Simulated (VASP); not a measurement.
Au: single point with r2SCAN

Au:

```xyz
1
Lattice="0.0000 2.0856 2.0856 2.0856 0.0000 2.0856 2.0856 2.0856 0.0000" Properties=species:S:1:pos:R:3 pbc="T T T"
Au    0.0000    0.0000    0.0000
```

```yaml
Program: VASP 6.6.1
Task: single point
Functional: r2SCAN
Potentials_or_basis: VASP PAW PBE potentials, release 64 (Au)
Cutoff: 520 eV
k_mesh: 14 × 14 × 14
Occupations: fermi-dirac, width 0.1 eV
Spin: no spin polarisation
```

The pressure is -4.4 GPa and the band gap on the k mesh is zero (an odd number of electrons rules out a gap without spin polarisation).

Levels at points of the mesh, in eV from the Fermi level:
| k point | band 4 | band 5 | band 6 | band 7 | band 8 | band 9 |
| --- | --- | --- | --- | --- | --- | --- |
| (0.00, 0.00, 0.00) | -4.58 | -3.21 | -3.21 | 15.42 | 19.12 | 19.12 |
| (0.50, 0.00, 0.00) | -2.09 | -2.09 | -0.47 | 2.87 | 14.88 | 17.45 |
| (0.50, 0.50, 0.00) | -1.79 | -1.79 | 1.41 | 5.53 | 10.36 | 10.36 |

It took 57 s on 1 thread of Intel(R) Xeon(R) Platinum 8488C (Sapphire Rapids) (shared host), peak memory 0.16 GiB.

Caveat: the cell stands under tension; the PAW data sets were made with another functional, which shifts forces and pressure a little; spin-orbit coupling is left out, which moves the levels of the heavy elements.
